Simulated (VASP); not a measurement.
Na: relaxation of cell and atoms with PBEsol

Na:

```
Na
1.0
    -2.14100    2.14100    2.14100
     2.14100   -2.14100    2.14100
     2.14100    2.14100   -2.14100
Na
1
Direct
  0.00000 0.00000 0.00000
```

```yaml
Program: VASP 6.6.1
Task: relaxation of cell and atoms
Functional: PBEsol
Potentials_or_basis: VASP PAW PBE potentials, release 64 (Na_pv)
Cutoff: 500 eV
k_mesh: 7 × 7 × 7
Occupations: fermi-dirac, width 0.02 eV
Spin: no spin polarisation
Dipole_correction: no
Further_INCAR_settings: ALGO = Normal; EDIFF = 1e-07; IBRION = 2; EDIFFG = -0.01; NSW = 80; ISIF = 3
```

- Relaxed volume: 36.20 Å³/atom
- Relaxed cell: a = 3.609 Å, b = 3.609 Å, c = 3.609 Å, α = 109.47°, β = 109.47°, γ = 109.47°
- Space group after relaxing (to 0.05 Å): Im-3m (No. 229)
- Energy gained by relaxing: 5.4 meV/atom
- Ionic steps: 3
- Pressure after relaxing: 0.0 GPa

The path:
```csv
step,energy change (eV),largest force (eV/Å),pressure (GPa),volume (Å³)
1,0.0000,0.0000,-0.56,39.26
2,-0.0024,0.0000,-0.43,38.48
3,-0.0054,0.0000,0.01,36.20
```

Final structure:
```
Na
1.0
    -2.08390    2.08390    2.08390
     2.08390   -2.08390    2.08390
     2.08390    2.08390   -2.08390
Na
1
Cartesian
  0.0000 0.0000 0.0000
```

Levels at points of the mesh, in eV from the Fermi level:
```
           k point  band 1  band 2  band 3  band 4  band 5  band 6  band 7
(0.00, 0.00, 0.00)  -24.66  -24.66  -24.66   -3.22   11.99   11.99   11.99
```

It used 16 s of CPU time on 1 thread of AMD EPYC 7R13 Processor (Zen 3), on a shared host.

Caveat: the PAW data sets were made with another functional, which shifts forces and pressure a little.
